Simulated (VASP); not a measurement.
A run of VASP 6.6.1 is set up as follows.

The input INCAR:

```
SYSTEM = BAs
ALGO     = Normal         ! electronic algorithm
EDIFF    = 1E-6           ! SCF threshold, eV
ENCUT    = 500            ! plane-wave cutoff, eV
GGA      = PE             ! functional
GGA_COMPAT= .False.      
ISIF     = 2              ! what is computed and relaxed
ISMEAR   = 0              ! smearing method
LASPH    = .True.         ! aspherical terms in the spheres
LCHARG   = .False.        ! write CHGCAR
LREAL    = .False.        ! projectors in reciprocal space
LWAVE    = .False.        ! write WAVECAR
NBANDS   = 11             ! bands
NELM     = 120            ! most SCF steps
PREC     = Accurate       ! precision mode
SIGMA    = 0.01           ! smearing width, eV
```

File KPOINTS:

```
k-points
0
Gamma
  10 10 10
  0 0 0
```

File POSCAR:

```
BAs
1.0
    0.0000000000      2.3918699032      2.3918699032
    2.3918699032      0.0000000000      2.3918699032
    2.3918699032      2.3918699032      0.0000000000
B As
1 1
Direct
    0.0000000000      0.0000000000      0.0000000000
    0.2500000000      0.2500000000      0.2500000000
```

Potentials or basis: VASP PAW PBE potentials, release 64 (B, As).

Run with:

```bash
$ cat potpaw_PBE.64/B/POTCAR potpaw_PBE.64/As/POTCAR > POTCAR
$ mpirun -np 1 vasp_std > vasp.out
```

Q: Estimate the band gap on the k mesh.

A: 1.18 eV, indirect (least direct gap 3.27 eV).

Q: What does it give for the pressure?

A: 2.8 GPa.

A k mesh can miss the band edges. A hybrid or GW would open this gap; PBE tends to underestimate it.
